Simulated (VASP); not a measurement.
A run of VASP 6.6.1 is set up as follows.

Contents of INCAR:

```
SYSTEM = As
PREC     = Accurate       ! precision mode
ENCUT    = 600            ! plane-wave cutoff, eV
EDIFF    = 1E-6           ! SCF threshold, eV
ISMEAR   = 0              ! smearing method
SIGMA    = 0.1            ! smearing width, eV
LREAL    = .FALSE.        ! projectors in reciprocal space
LASPH    = .TRUE.         ! aspherical terms in the spheres
NELM     = 60             ! most SCF steps
ALGO     = Normal         ! electronic algorithm
ISIF     = 3              ! what is computed and relaxed
LWAVE    = .FALSE.        ! write WAVECAR
LCHARG   = .FALSE.        ! write CHGCAR
GGA      = PE             ! functional
IBRION   = 2              ! ionic algorithm
NSW      = 80             ! ionic steps
EDIFFG   = -0.001         ! ionic threshold
```

KPOINTS

```
Automatic mesh
0
G
  16 16 16
  0 0 0
```

The input POSCAR:

```
As
1.0
    1.8807968987      1.0858785957      3.5140619945
   -1.8807968987      1.0858785957      3.5140619945
    0.0000000000     -2.1717571915      3.5140619945
As
2
Direct
    0.7740000000      0.7740000000      0.7740000000
    0.2260000000      0.2260000000      0.2260000000
```

Potentials or basis: VASP PAW PBE potentials, release 64 (As).

Command:

```console
$ cat potpaw_PBE.64/As/POTCAR > POTCAR
$ mpirun -np 1 vasp_std > vasp.out
```

Question: What does it give for the relaxed volume?

Answer: 22.71 Å³/atom.

Question: Predict the band gap on the k mesh.

Answer: Zero (band 5 reaches 5.12 eV, above the bottom of band 6 at 4.60 eV).

Question: Estimate the space group after relaxing (to 0.05 Å).

Answer: R-3m (No. 166).

Question: What does it give for the relaxed cell?

Answer: a = 4.225 Å, b = 4.225 Å, c = 4.225 Å, α = 53.67°, β = 53.67°, γ = 53.67°.

Step by step:
```csv
step,energy change (eV),largest force (eV/Å),pressure (GPa),volume (Å³)
1,0.0000,0.4844,4.13,43.06
3,-0.0299,0.0309,0.06,44.98
5,-0.0300,0.0127,0.11,45.00
7,-0.0302,0.0235,0.02,45.24
9,-0.0304,0.0155,-0.12,45.40
11,-0.0304,0.0080,0.01,45.36
13,-0.0304,0.0031,0.03,45.37
15,-0.0304,0.0030,0.00,45.39
17,-0.0304,0.0030,0.00,45.39
19,-0.0304,0.0027,0.01,45.38
21,-0.0304,0.0027,0.02,45.38
23,-0.0304,0.0028,0.02,45.38
25,-0.0304,0.0033,0.01,45.39
27,-0.0304,0.0060,-0.02,45.41
29,-0.0304,0.0037,0.00,45.41
31,-0.0304,0.0055,0.04,45.41
33,-0.0304,0.0002,0.01,45.41
35,-0.0304,0.0006,0.01,45.41
37,-0.0304,0.0000,0.01,45.42
39,-0.0304,0.0035,-0.03,45.46
41,-0.0304,0.0016,-0.02,45.43
43,-0.0304,0.0013,-0.01,45.43
45,-0.0304,0.0015,0.03,45.40
47,-0.0304,0.0014,0.01,45.42
49,-0.0304,0.0013,0.00,45.42
50,-0.0304,0.0002,0.00,45.42
```

PBE usually gives volumes a little too large and moduli too small. Zero-point motion and thermal expansion aren't in these numbers.
